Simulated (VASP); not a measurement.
## KI: single point with PBE

KI:

```
K I
1.0
     0.00000    3.54449    3.54449
     3.54449    0.00000    3.54449
     3.54449    3.54449    0.00000
K I
1 1
Cartesian
  0.0000 0.0000 0.0000
  3.5445 3.5445 3.5445
```

| Property | Result |
| --- | --- |
| Program | VASP 6.6.1 |
| Task | single point |
| Functional | PBE |
| Potentials or basis | VASP PAW PBE potentials, release 64 (K_sv, I) |
| Cutoff | 520 eV |
| k mesh | 6 × 6 × 6 |
| Occupations | gaussian, width 0.01 eV |
| Spin | no spin polarisation |
| Dipole correction | no |
| Further INCAR settings | ALGO = Normal; EDIFF = 1e-06; NBANDS = 15 |

The pressure is 0.5 GPa. The band gap on the k mesh is 3.94 eV.

Levels at points of the mesh, in eV from the valence-band top:
| k point | band 4 | band 5 | band 6 | band 7 | band 8 | band 9 | band 10 | band 11 | band 12 | band 13 |
| --- | --- | --- | --- | --- | --- | --- | --- | --- | --- | --- |
| (0.00, 0.00, 0.00) | -12.01 | -10.49 | 0.00 | 0.00 | 0.00 | 3.94 | 6.50 | 6.50 | 6.50 | 7.21 |
| (0.50, 0.00, 0.00) | -12.01 | -10.22 | -1.30 | -0.33 | -0.33 | 5.51 | 7.68 | 8.12 | 8.12 | 8.69 |
| (0.50, 0.50, 0.00) | -12.02 | -10.35 | -0.98 | -0.36 | -0.36 | 4.95 | 5.74 | 8.09 | 8.68 | 8.76 |

Run time: 23 s on 1 thread of Intel(R) Xeon(R) Platinum 8259CL CPU @ 2.50GHz (Skylake/Cascade Lake), on a shared host, peak memory 0.24 GiB.

Caveat: spin-orbit coupling is left out, which moves the levels of the heavy elements.
